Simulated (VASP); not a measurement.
Set up this calculation in VASP 6.6.1, as the native input.

* Task: single point
* Functional: PBEsol
* Potentials or basis: VASP PAW PBE potentials, release 64 (Au)
* Cutoff: 520 eV
* k mesh: 18 × 18 × 18
* Occupations: gaussian, width 0.1 eV
* Spin: no spin polarisation
* Dipole correction: no
* Further INCAR settings: ALGO = Fast; EDIFF = 1e-06; NBANDS = 12

The structure of Au lies in POSCAR:

```
Au
1.0
   -1.6210733939      1.6210733939      1.6210733939
    1.6210733939     -1.6210733939      1.6210733939
    1.6210733939      1.6210733939     -1.6210733939
Au
1
Direct
    0.0000000000      0.0000000000      0.0000000000
```

These files were run (other wordings do the same):

INCAR

```
SYSTEM = Au
PREC     = Accurate       ! precision mode
ENCUT    = 520            ! plane-wave cutoff, eV
EDIFF    = 1E-6           ! SCF threshold, eV
ISMEAR   = 0              ! smearing method
SIGMA    = 0.1            ! smearing width, eV
LREAL    = .False.        ! projectors in reciprocal space
LASPH    = .True.         ! aspherical terms in the spheres
NELM     = 60             ! most SCF steps
ALGO     = Fast           ! electronic algorithm
ISIF     = 2              ! what is computed and relaxed
LWAVE    = .False.        ! write WAVECAR
LCHARG   = .False.        ! write CHGCAR
GGA      = PS             ! functional
NBANDS   = 12             ! bands
```

KPOINTS

```
Automatic mesh
0
Gamma
  18 18 18
  0 0 0
```

Potentials or basis: VASP PAW PBE potentials, release 64 (Au).

Command:

```bash
$ cat potpaw_PBE.64/Au/POTCAR > POTCAR
$ mpirun -np 1 vasp_std > vasp.out
```

Results of the run:

| Quantity | Value |
| --- | --- |
| Pressure | -0.2 GPa |

Caveat: the PAW data sets were made with another functional, which shifts forces and pressure a little.

Run time: 38 s on 1 thread of AMD EPYC 7R43 64-Core Processor (Zen 3), with other jobs on the host, peak memory 0.13 GiB.
